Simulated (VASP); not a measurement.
# Rh (P6_3/mmc) in VASP: a series of runs

The runs below take Rh through single point, relaxation of cell and atoms, with PBEsol, PBEsol+D3(BJ), LDA.

All numbers are computed with VASP 6.6.1; they aren't measurements. Logs are shortened: lines on timing, memory, paths and dates and some standing lists are left out, and cuts for length are marked.

## Step 1: The cell of the first run

The structure is hexagonal, space group P6_3/mmc (No. 194). The conventional cell has a = 2.677 Å, b = 2.677 Å, c = 8.714 Å, α = 90.00°, β = 90.00°, γ = 120.00°. Rh (site symmetry -3m) has 12 Rh at 2.67 to 2.68 Å within 3.5 Å. Within 3.5 Å of Rh (site symmetry -6m2) lie 12 Rh at 2.67 to 2.68 Å.

## Step 2: Single point, PBEsol

Input file INCAR:

```
SYSTEM = Rh
PREC = Accurate ; ENCUT = 520
EDIFF = 1E-7 ; ISMEAR = 1
SIGMA = 0.1 ; LREAL = .FALSE.
LASPH = .TRUE. ; NELM = 80
ALGO = Normal ; ISIF = 2
LWAVE = .FALSE. ; LCHARG = .FALSE.
GGA = PS ; NBANDS = 38
```

Input file KPOINTS:

```
Automatic mesh
0
G
  9 9 3
  0 0 0
```

Input file POSCAR:

```
Rh
1.0
    2.6766006651      0.0000000000      0.0000000000
   -1.3383003326      2.3180041718      0.0000000000
    0.0000000000      0.0000000000      8.7144377175
Rh
4
Direct
    0.0000000000      0.0000000000      0.0000000000
    0.3333333333      0.6666666667      0.2500000000
    0.0000000000      0.0000000000      0.5000000000
    0.6666666667      0.3333333333      0.7500000000
```

Potentials or basis: VASP PAW PBE potentials, release 64 (Rh_pv).

Command:

```bash
cat potpaw_PBE.64/Rh_pv/POTCAR > POTCAR
mpirun -np 1 vasp_std > vasp.out
```

OUTCAR:

```text
SYSTEM = Rh
   PREC = Accurate
   ENCUT = 520
   EDIFF = 1E-7
   ISMEAR = 1
   LREAL = .FALSE.
   LASPH = .TRUE.
   NELM = 80
   ISIF = 2
   GGA = PS

 ion  position               nearest neighbor table
   1  0.000  0.000  0.000-   2 2.67   4 2.67   4 2.67   2 2.67   4 2.67   2 2.67
   2  0.333  0.667  0.250-   1 2.67   3 2.67   1 2.67   3 2.67   1 2.67   3 2.67
   3  0.000  0.000  0.500-   2 2.67   4 2.67   4 2.67   2 2.67   4 2.67   2 2.67
   4  0.667  0.333  0.750-   1 2.67   3 2.67   1 2.67   3 2.67   1 2.67   3 2.67

  LATTYP: Found a hexagonal cell.
 ALAT       =     2.6766006651
 C/A-ratio  =     3.2557855309

  Lattice vectors:

 A1 = (   2.6766006651,   0.0000000000,   0.0000000000)
 A2 = (  -1.3383003326,   2.3180041718,   0.0000000000)
 A3 = (   0.0000000000,   0.0000000000,   8.7144377175)

Analysis of symmetry for initial positions (statically):
=====================================================================
 Subroutine PRICEL returns:
 Original cell was already a primitive cell.

 Routine SETGRP: Setting up the symmetry group for a
 hexagonal supercell.

 Subroutine GETGRP returns: Found 24 space group operations
 (whereof 12 operations were pure point group operations)
 out of a pool of 24 trial point group operations.

The static configuration has the point symmetry D_3d.
 The point group associated with its full space group is D_6h.

Analysis of symmetry for dynamics (positions and initial velocities):
=====================================================================
 Subroutine PRICEL returns:
 Original cell was already a primitive cell.

 Routine SETGRP: Setting up the symmetry group for a
 hexagonal supercell.

 Subroutine GETGRP returns: Found 24 space group operations
 (whereof 12 operations were pure point group operations)
 out of a pool of 24 trial point group operations.

The dynamic configuration has the point symmetry D_3d.
 The point group associated with its full space group is D_6h.

 Subroutine INISYM returns: Found 24 space group operations
 (whereof 12 operations are pure point group operations),
 and found     1 'primitive' translations

----------------------------------------------------------------------------------------

                                     Primitive cell

  volume of cell :      54.0676

  direct lattice vectors                    reciprocal lattice vectors
     2.676600665  0.000000000  0.000000000     0.373608216  0.215702804  0.000000000
    -1.338300333  2.318004172  0.000000000     0.000000000  0.431405608  0.000000000
     0.000000000  0.000000000  8.714437717     0.000000000  0.000000000  0.114752097

  length of vectors
     2.676600665  2.676600665  8.714437717     0.431405608  0.431405608  0.114752097

  position of ions in fractional coordinates (direct lattice)
     0.000000000  0.000000000  0.000000000
     0.333333333  0.666666667  0.250000000
     0.000000000  0.000000000  0.500000000
     0.666666667  0.333333333  0.750000000

  ion indices of the primitive-cell ions
   primitive index   ion index
                 1           1
                 2           2
                 3           3
                 4           4

----------------------------------------------------------------------------------------

 KPOINTS: Automatic mesh

Automatic generation of k-mesh.
 Grid dimensions read from file:
 generate k-points for:    9    9    3

 Generating k-lattice:

  Cartesian coordinates                     Fractional coordinates (reciprocal lattice)
     0.041512024  0.023966978  0.000000000     0.111111111  0.000000000  0.000000000
     0.000000000  0.047933956  0.000000000     0.000000000  0.111111111  0.000000000
     0.000000000  0.000000000  0.038250699     0.000000000  0.000000000  0.333333333

  Length of vectors
     0.047933956  0.047933956  0.038250699

  Shift w.r.t. Gamma in fractional coordinates (k-lattice)
     0.000000000  0.000000000  0.000000000

 Subroutine IBZKPT returns following result:
 ===========================================

 Found     24 irreducible k-points:

 Following reciprocal coordinates:
            Coordinates               Weight
  0.000000  0.000000  0.000000      1.000000
  0.111111  0.000000  0.000000      6.000000
  0.222222  0.000000  0.000000      6.000000
  0.333333  0.000000  0.000000      6.000000
  0.444444  0.000000  0.000000      6.000000
  0.111111  0.111111  0.000000      6.000000
[... 16 lines left out ...]
  0.333333  0.222222  0.333333     24.000000
  0.333333  0.333333  0.333333      4.000000
   k-points           NKPTS =     24   k-points in BZ     NKDIM =     24   number of bands    NBANDS=     38
   number of dos      NEDOS =    301   number of ions     NIONS =      4
   total plane-waves  NPLWV =  28000
   dimension x,y,z NGX =    20 NGY =   20 NGZ =   70
   dimension x,y,z NGXF=    40 NGYF=   40 NGZF=  140
   ions per type =               4
   NGX,Y,Z   is equivalent  to a cutoff of  12.42, 12.42, 13.35 a.u.
   NGXF,Y,Z  is equivalent  to a cutoff of  24.84, 24.84, 26.71 a.u.
 SYSTEM =  Rh
   PREC   = accura    normal or accurate (medium, high low for compatibility)
   ISTART =      0    job   : 0-new  1-cont  2-samecut
   ICHARG =      2    charge: 1-file 2-atom 10-const
   ISPIN  =      1    spin polarized calculation?
   LNONCOLLINEAR =      F non collinear calculations
   LSORBIT =      F    spin-orbit coupling
   LASPH  =      T    aspherical Exc in radial PAW
   ENCUT  =  520.0 eV  38.22 Ry    6.18 a.u.   4.98  4.98 16.20*2*pi/ulx,y,z
   NELM   =     80;   NELMIN=  2; NELMDL= -5     # of ELM steps
   EDIFF  = 0.1E-06   stopping-criterion for ELM
   LREAL  =      F    real-space projection
   EDIFFG = 0.1E-05   stopping-criterion for IOM
   NSW    =      0    number of steps for IOM
   IBRION =     -1    ionic relax: 0-MD 1-quasi-New 2-CG
   NFREE  =      0    steps in history (QN), initial steepest desc. (CG)
   ISIF   =      2    stress and relaxation
   ISYM   =      2    0-nonsym 1-usesym 2-fastsym
   POTIM  = 0.5000    time-step for ionic-motion
   TEBEG  =    0.0;   TEEND  =   0.0 temperature during run
   PSTRESS=    0.0 pullay stress
   NELECT =      60.0000    total number of electrons
   NUPDOWN=      -1.0000    fix difference up-down
   EMIN   =  10.00;   EMAX   =-10.00  energy-range for DOS
   EFERMI =   0.00;   METHOD = LEGACY
   ISMEAR =     1;   SIGMA  =   0.10  broadening in eV -4-tet -1-fermi 0-gaus
   EFERMI_NEDOS =   21; number of points for ismear=-14 and -15
   IALGO  =     38    algorithm
   IMIX   =      4    mixing-type and parameters
     AMIX     =   0.40;   BMIX     =  1.00
     AMIX_MAG =   1.60;   BMIX_MAG =  1.00
  volume/ion in A,a.u.               =      13.52        91.22
  Fermi-wavevector in a.u.,A,eV,Ry     =   1.694908  3.202912 39.085646  2.872714
  Thomas-Fermi vector in A             =   2.776048
   LORBIT       =      0    0 simple, 1 ext, 2 COOP (PROOUT), +10 PAW based schemes
   GGA     = PS    functional components
   LHFCALC =     F    Hartree Fock is set to
   AEXX    =    0.0000 exact exchange contribution
   IVDW    =     0    specifies the selected vdW correction
   LEPSILON=     F    determine dielectric tensor
   LRPA    =     F    only Hartree local field effects (RPA)
 non-spin polarized calculation
 Methfessel and Paxton  Order N= 1 SIGMA  =   0.10
  energy-cutoff  :      520.00
  volume of cell :       54.07
 maximum number of plane-waves:      1491
 NGX is ok and might be reduce to    20
   NGX =  9   NGY =  9   NGZ = 33

 number of electron      59.9999996 magnetization

 Free energy of the ion-electron system (eV)
  ---------------------------------------------------
  ext. energy  EPLUGINS =         0.00000000
  ---------------------------------------------------
  free energy    TOTEN  =       -32.49308497 eV

  energy without entropy =      -32.49067752  energy(sigma->0) =      -32.49228248

 E-fermi :  12.0809     XC(G=0): -14.3280

 val. band max:       12.0600026572   @ k =   0.3333   0.0000   0.3333
 cond. band min:      12.0847328935   @ k =   0.2222   0.0000   0.3333
 fundamental gap:      0.0247302363
 Fermi energy:        12.0809488761

 k-point     1 :       0.0000    0.0000    0.0000
  band No.  band energies     occupation
      1     -35.0806      2.00000
      2     -34.6949      2.00000
      3     -34.6946      2.00000
      4     -34.4000      2.00000
      5     -34.4000      2.00000
      6     -34.3559      2.00000
[... 30 lines left out ...]
     37      20.8469      0.00000
     38      26.5144      0.00000

 k-point     2 :       0.1111    0.0000    0.0000
  band No.  band energies     occupation
      1     -35.0505      2.00000
      2     -34.7059      2.00000
      3     -34.7037      2.00000
      4     -34.4682      2.00000
      5     -34.4220      2.00000
      6     -34.4078      2.00000
[... 30 lines left out ...]
     37      20.7721      0.00000
     38      26.9955      0.00000

 k-point     3 :       0.2222    0.0000    0.0000
  band No.  band energies     occupation
      1     -34.9696      2.00000
      2     -34.7782      2.00000
      3     -34.7612      2.00000
      4     -34.6315      2.00000
      5     -34.5577      2.00000
      6     -34.4779      2.00000
[... 30 lines left out ...]
     37      20.6423      0.00000
     38      26.6546      0.00000

 k-point     4 :       0.3333    0.0000    0.0000
  band No.  band energies     occupation
      1     -34.9323      2.00000
      2     -34.9278      2.00000
      3     -34.8186      2.00000
      4     -34.8106      2.00000
      5     -34.7568      2.00000
      6     -34.5346      2.00000
[... 30 lines left out ...]
     37      20.6078      0.00000
     38      22.9664      0.00000
[... 703 lines left out ...]
      4     -34.8412      2.00000
      5     -34.7022      2.00000
      6     -34.6440      2.00000
[... 30 lines left out ...]
     37      23.2142      0.00000
     38      23.3949      0.00000

 k-point    23 :       0.3333    0.2222    0.3333
  band No.  band energies     occupation
      1     -34.9540      2.00000
      2     -34.9303      2.00000
      3     -34.8902      2.00000
      4     -34.8770      2.00000
      5     -34.7112      2.00000
      6     -34.7002      2.00000
[... 30 lines left out ...]
     37      21.6019      0.00000
     38      21.7390      0.00000

 k-point    24 :       0.3333    0.3333    0.3333
  band No.  band energies     occupation
      1     -34.8964      2.00000
      2     -34.8823      2.00000
      3     -34.8823      2.00000
      4     -34.8261      2.00000
      5     -34.7764      2.00000
      6     -34.7764      2.00000
[... 30 lines left out ...]
     37      20.1434      0.00000
     38      20.1434      0.00000

------------------------ aborting loop because EDIFF is reached ----------------------------------------

  FORCE on cell =-STRESS in cart. coord.  units (eV):
  Direction    XX          YY          ZZ          XY          YZ          ZX
  --------------------------------------------------------------------------------------
  -------------------------------------------------------------------------------------
  Total       -0.0322932     -0.0322932      0.0178983      0.0000000      0.0000000      0.0000000
  in kB       -0.9569384     -0.9569384      0.5303773      0.0000000      0.0000000      0.0000000
  external PRESSURE =      -0.4611665 kB  Pullay stress =       0.0000000 kB

 VOLUME and BASIS-vectors are now :
 -----------------------------------------------------------------------------
  energy-cutoff  :      520.00
  volume of cell :       54.07
      direct lattice vectors                 reciprocal lattice vectors
     2.676600665  0.000000000  0.000000000     0.373608216  0.215702804  0.000000000
    -1.338300333  2.318004172  0.000000000     0.000000000  0.431405608  0.000000000
     0.000000000  0.000000000  8.714437717     0.000000000  0.000000000  0.114752097

 POSITION                                       TOTAL-FORCE (eV/Angst)
 -----------------------------------------------------------------------------------
      0.00000      0.00000      0.00000        -0.000000     -0.000000     -0.000000
     -0.00000      1.54534      2.17861         0.000000      0.000000      0.000000
      0.00000      0.00000      4.35722        -0.000000     -0.000000     -0.000000
      1.33830      0.77267      6.53583        -0.000000     -0.000000     -0.000000
 -----------------------------------------------------------------------------------
    total drift:                                0.000000     -0.000000      0.000000

  FREE ENERGIE OF THE ION-ELECTRON SYSTEM (eV)
  ---------------------------------------------------
  free  energy   TOTEN  =       -32.4930849667 eV

  energy  without entropy=      -32.4906775215  energy(sigma->0) =      -32.49228248
```

Wall time 21 s (1 thread of Intel Xeon 6975P-C (Granite Rapids), shared host); peak memory 0.18 GiB.

Results:

| Property | Result |
| --- | --- |
| Free energy | -32.4931 eV |
| Pressure | 0.0 GPa |
| Band gap on the k mesh | zero (band 30 reaches 12.68 eV, above the bottom of band 31 at 11.03 eV) |

Stress tensor (GPa, compression positive):
```
-0.10  0.00  0.00
 0.00 -0.10  0.00
 0.00  0.00  0.05
```

Levels at points of the mesh, in eV from the Fermi level:
```csv
k point,band 28,band 29,band 30,band 31,band 32,band 33
"(0.00, 0.00, 0.00)",-1.49,-1.49,-0.88,-0.88,-0.35,-0.35
```

Caveat: the PAW data sets were made with another functional, which shifts forces and pressure a little.

(Continued in part 2 of 2.)
